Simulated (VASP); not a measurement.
# CaO (F-43m) in VASP: further runs, part 2 of 2

VASP 6.6.1. The steps go on from the part before.

### Step 4. Single point, PBE (volume changed by -3%)

INCAR

```
PREC = Accurate
ENCUT = 520
EDIFF = 1E-6
ISMEAR = 0
SIGMA = 0.01
LREAL = F
LASPH = T
NELM = 60
ALGO = Normal
ISIF = 2
LWAVE = F
LCHARG = F
GGA = PE
NBANDS = 15
```

KPOINTS

```
Automatic mesh
0
Gamma
  8 8 8
```

POSCAR

```
CaO
1.0
    0.0000000000      2.5948426155      2.5948426155
    2.5948426155      0.0000000000      2.5948426155
    2.5948426155      2.5948426155      0.0000000000
Ca O
1 1
Direct
    0.0000000000      0.0000000000      0.0000000000
    0.2500000000      0.2500000000      0.2500000000
```

Launch:

```sh
cat potpaw_PBE.64/Ca_sv/POTCAR potpaw_PBE.64/O/POTCAR > POTCAR
mpirun -np 1 vasp_std > vasp.out
```

Run time: 14 s. Hardware: 1 thread of Intel Xeon 6975P-C (Granite Rapids), shared host; peak memory 0.16 GiB.

It converged, with:

- Free energy: -12.4310 eV
- Pressure: 3.0 GPa
- Band gap on the k mesh: 3.37 eV, indirect (least direct gap 4.02 eV)

Levels at points of the mesh, in eV from the valence-band top:
```csv
k point,band 4,band 5,band 6,band 7,band 8,band 9,band 10,band 11,band 12,band 13
"(0.00, 0.00, 0.00)",-18.03,-14.82,-0.65,-0.65,-0.65,3.37,8.03,8.03,9.69,9.69
"(0.50, 0.00, 0.00)",-18.09,-14.13,-1.00,-0.38,-0.38,6.18,7.93,7.93,8.31,9.46
"(0.50, 0.50, 0.00)",-18.18,-13.92,-1.46,0.00,0.00,4.96,6.67,9.09,9.42,9.42
```

Caveat: the cell differs from its parent crystal (volume changed by -3%). A k mesh can miss the band edges.

### Step 5. Single point, PBE

This run uses another cell than the first one, of 18.01 Å³/atom, 1.064 times its volume.

INCAR

```
SYSTEM = CaO
ALGO = Normal
EDIFF = 1E-6
ENCUT = 520
GGA = PE
ISIF = 2
ISMEAR = 0
LASPH = .True.
LCHARG = .False.
LREAL = .False.
LWAVE = .False.
NBANDS = 15
NELM = 60
PREC = Accurate
SIGMA = 0.01
```

KPOINTS

```
k-points
0
Gamma
  8 8 8
  0 0 0
```

POSCAR

```
CaO
1.0
    0.0000000000      2.6213224303      2.6213224303
    2.6213224303      0.0000000000      2.6213224303
    2.6213224303      2.6213224303      0.0000000000
Ca O
1 1
Direct
    0.0000000000      0.0000000000      0.0000000000
    0.2500000000      0.2500000000      0.2500000000
```

Launch:

```sh
cat potpaw_PBE.64/Ca_sv/POTCAR potpaw_PBE.64/O/POTCAR > POTCAR
mpirun -np 1 vasp_std > vasp.out
```

Run time: 16 s. Hardware: 1 thread of Intel Xeon 6975P-C (Granite Rapids), shared host; peak memory 0.16 GiB.

It converged, with:

* Free energy: -12.4435 eV
* Pressure: 0.5 GPa
* Band gap on the k mesh: 3.27 eV, indirect (least direct gap 3.86 eV)

Levels at points of the mesh, in eV from the valence-band top:
```
           k point  band 4  band 5  band 6  band 7  band 8  band 9  band 10  band 11  band 12  band 13
(0.00, 0.00, 0.00)  -18.16  -14.77   -0.59   -0.59   -0.59    3.27     7.90     7.90     9.49     9.49
(0.50, 0.00, 0.00)  -18.21  -14.15   -0.98   -0.34   -0.34    6.08     7.81     7.81     8.13     9.28
(0.50, 0.50, 0.00)  -18.29  -13.97   -1.39    0.00    0.00    4.90     6.58     8.92     9.24     9.24
```

A k mesh can miss the band edges. Expect the measured gap to be larger: semilocal functionals such as PBE lack the derivative discontinuity.

### Step 6. Single point, PBE (volume changed by +3%)

INCAR

```
SYSTEM = CaO
PREC = Accurate
ENCUT = 520
EDIFF = 1E-6
ISMEAR = 0
SIGMA = 0.01
LREAL = .False.
LASPH = .True.
NELM = 60
ALGO = Normal
ISIF = 2
LWAVE = .False.
LCHARG = .False.
GGA = PE
NBANDS = 15
```

KPOINTS

```
Automatic mesh
0
Gamma
  8 8 8
  0 0 0
```

POSCAR

```
CaO
1.0
    0.0000000000      2.6472778057      2.6472778057
    2.6472778057      0.0000000000      2.6472778057
    2.6472778057      2.6472778057      0.0000000000
Ca O
1 1
Direct
    0.0000000000      0.0000000000      0.0000000000
    0.2500000000      0.2500000000      0.2500000000
```

Potentials or basis: VASP PAW PBE potentials, release 64 (Ca_sv, O).

Launch:

```sh
cat potpaw_PBE.64/Ca_sv/POTCAR potpaw_PBE.64/O/POTCAR > POTCAR
mpirun -np 1 vasp_std > vasp.out
```

OUTCAR:

```text
SYSTEM = CaO
   PREC = Accurate
   ENCUT = 520
   EDIFF = 1E-6
   ISMEAR = 0
   LREAL = .False.
   LASPH = .True.
   NELM = 60
   ISIF = 2
   GGA = PE

 ion  position               nearest neighbor table
   1  0.000  0.000  0.000-   2 2.29   2 2.29   2 2.29   2 2.29
   2  0.250  0.250  0.250-   1 2.29   1 2.29   1 2.29   1 2.29

  LATTYP: Found a face centered cubic cell.
 ALAT       =     5.2945556114

  Lattice vectors:

 A1 = (   0.0000000000,   2.6472778057,   2.6472778057)
 A2 = (   2.6472778057,   0.0000000000,   2.6472778057)
 A3 = (   2.6472778057,   2.6472778057,   0.0000000000)
[... 608 lines left out ...]
     11       8.0945      0.00000
     12       9.3296      0.00000
     13       9.5559      0.00000
     14      10.4826      0.00000
     15      12.0617      0.00000

 [... further k-points ...]
[... 5 lines left out ...]
  --------------------------------------------------------------------------------------
  -------------------------------------------------------------------------------------
  Total       -0.3897311     -0.3897311     -0.3897311      0.0000000      0.0000000      0.0000000
  in kB      -16.8285670    -16.8285670    -16.8285670      0.0000000      0.0000000      0.0000000
  external PRESSURE =     -16.8285670 kB  Pullay stress =       0.0000000 kB

 VOLUME and BASIS-vectors are now :
 -----------------------------------------------------------------------------
  energy-cutoff  :      520.00
  volume of cell :       37.10
      direct lattice vectors                 reciprocal lattice vectors
     0.000000000  2.647277806  2.647277806    -0.188873264  0.188873264  0.188873264
     2.647277806  0.000000000  2.647277806     0.188873264 -0.188873264  0.188873264
     2.647277806  2.647277806  0.000000000     0.188873264  0.188873264 -0.188873264

 POSITION                                       TOTAL-FORCE (eV/Angst)
 -----------------------------------------------------------------------------------
      0.00000      0.00000      0.00000        -0.000000     -0.000000     -0.000000
      1.32364      1.32364      1.32364         0.000000      0.000000      0.000000
 -----------------------------------------------------------------------------------
    total drift:                               -0.000000     -0.000000     -0.000000

  FREE ENERGIE OF THE ION-ELECTRON SYSTEM (eV)
  ---------------------------------------------------
  free  energy   TOTEN  =       -12.4401968680 eV

  energy  without entropy=      -12.4401968680  energy(sigma->0) =      -12.44019687
```

OSZICAR:

```text
N       E                     dE             d eps       ncg     rms          rms(c)
DAV:   1     0.125825404533E+03    0.12583E+03   -0.81427E+03   870   0.104E+03
DAV:   2    -0.864268614560E+01   -0.13447E+03   -0.12367E+03  1073   0.278E+02
DAV:   3    -0.148470267063E+02   -0.62043E+01   -0.61540E+01  1003   0.610E+01
DAV:   4    -0.150688198721E+02   -0.22179E+00   -0.22164E+00  1284   0.100E+01
DAV:   5    -0.150699796353E+02   -0.11598E-02   -0.11597E-02  1003   0.890E-01    0.970E+00
DAV:   6    -0.125701651204E+02    0.24998E+01   -0.88128E+00   926   0.252E+01    0.435E+00
DAV:   7    -0.124520946538E+02    0.11807E+00   -0.86676E-01   967   0.843E+00    0.201E+00
DAV:   8    -0.124388205670E+02    0.13274E-01   -0.13642E-01  1017   0.376E+00    0.454E-01
DAV:   9    -0.124380844133E+02    0.73615E-03   -0.82152E-03  1082   0.763E-01    0.171E-01
DAV:  10    -0.124401106373E+02   -0.20262E-02   -0.15951E-03   940   0.302E-01    0.548E-02
DAV:  11    -0.124402023751E+02   -0.91738E-04   -0.65421E-04  1059   0.170E-01    0.319E-02
DAV:  12    -0.124401978564E+02    0.45187E-05   -0.75614E-05  1108   0.961E-02    0.684E-03
DAV:  13    -0.124401963470E+02    0.15094E-05   -0.48377E-06   961   0.282E-02    0.183E-03
DAV:  14    -0.124401968680E+02   -0.52098E-06   -0.13612E-06   928   0.802E-03
   1 F= -.12440197E+02 E0= -.12440197E+02  d E =-.410826E-17
```

stdout:

```text
POSCAR found type information on POSCAR CaO
 POSCAR found :  2 types and       2 ions
 scaLAPACK will be used
 LDA part: xc-table for (Slater+PW92), standard interpolation
 POSCAR, INCAR and KPOINTS ok, starting setup
 FFT: planning ... GRIDC
 FFT: planning ... GRID_SOFT
 FFT: planning ... GRID
 WAVECAR not read
 entering main loop
```

It took 17 s on 1 thread of Intel Xeon 6975P-C (Granite Rapids), shared host; peak memory 0.16 GiB.

Results:

| Quantity | Value |
| --- | --- |
| Free energy | -12.4402 eV |
| Pressure | -1.7 GPa |
| Band gap on the k mesh | 3.17 eV, indirect (least direct gap 3.71 eV) |

Caveat: the cell differs from its parent crystal (volume changed by +3%). A k mesh can miss the band edges.

### Step 7. Summary

```csv
cell,gap on the mesh (eV),pressure (GPa)
"a = 3.631 Å, angles 60.0°, 2 atoms",3.48,6.0
"a = 3.686 Å, angles 60.0°, 2 atoms",3.33,1.9
"a = 3.670 Å, angles 60.0°, 2 atoms",3.37,3.0
"a = 3.707 Å, angles 60.0°, 2 atoms",3.27,0.5
"a = 3.744 Å, angles 60.0°, 2 atoms",3.17,-1.7
```

Alike in all rows: task single point; level PBE; potentials or basis VASP PAW PBE potentials, release 64 (Ca_sv, O); no spin polarisation; k mesh 8 × 8 × 8; cutoff (eV) 520; smearing gaussian 0.01 eV.

Total energies depend on the potentials used, so only differences within one code and one set of settings carry meaning.
